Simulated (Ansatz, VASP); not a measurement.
**Ti: VASP beside Ansatz**

The input INCAR:

```
SYSTEM = Ti
PREC = Accurate
ENCUT = 520
EDIFF = 1E-8
ISMEAR = -1
SIGMA = 0.05
LREAL = .False.
LASPH = .True.
NELM = 80
ALGO = Normal
ISIF = 2
LWAVE = .False.
LCHARG = .False.
GGA = CA
LEFG = .True.
NBANDS = 12
```

The input KPOINTS:

```
regular mesh
0
Gamma
  14 14 14
  0 0 0
```

The input POSCAR:

```
Ti
1.0
    0.0000000000      2.0698140295      2.0698140295
    2.0698140295      0.0000000000      2.0698140295
    2.0698140295      2.0698140295      0.0000000000
Ti
1
Direct
    0.0000000000      0.0000000000      0.0000000000
```

Input for Ansatz:

```yaml
crystal:
  lattice:
    - [0.0, 2.0698140295, 2.0698140295]
    - [2.0698140295, 0.0, 2.0698140295]
    - [2.0698140295, 2.0698140295, 0.0]
  atoms:
    - { symbol: Ti, position: [0.0, 0.0, 0.0] }
kpoints:
  mp_grid: { grid: [14, 14, 14] }
scf:
  occupations: { method: fermi_dirac, width: 0.05 }
hamiltonian:
  xc: lda
  pseudopotentials: { kind: paw }
output:
  forces: true
  stress: true
  eigenvalues: true
  efg: { contact_densities: true }
```

Change from the starting cell: volume scaled by 1.06, PAW files.

Alike in both runs: task electric field gradients; functional LDA; k mesh 14 × 14 × 14; occupations fermi-dirac, width 0.05 eV; no spin polarisation.

```csv
,VASP,Ansatz
version,VASP 6.6.1,Ansatz 0.2.0
potentials or method,"VASP PAW LDA potentials, release 64 (Ti_sv)","PAW with Ansatz's default frozen-core files, scalar-relativistic"
plane-wave cutoff (eV),520,420
valence electrons in the cell,12,12
```

```csv
,VASP,Ansatz,Ansatz less VASP
pressure (GPa),-10.4,-10.4,+0.06
```

LDA's correlation is that of Perdew and Zunger in VASP and of Perdew and Wang (1992) in Ansatz.
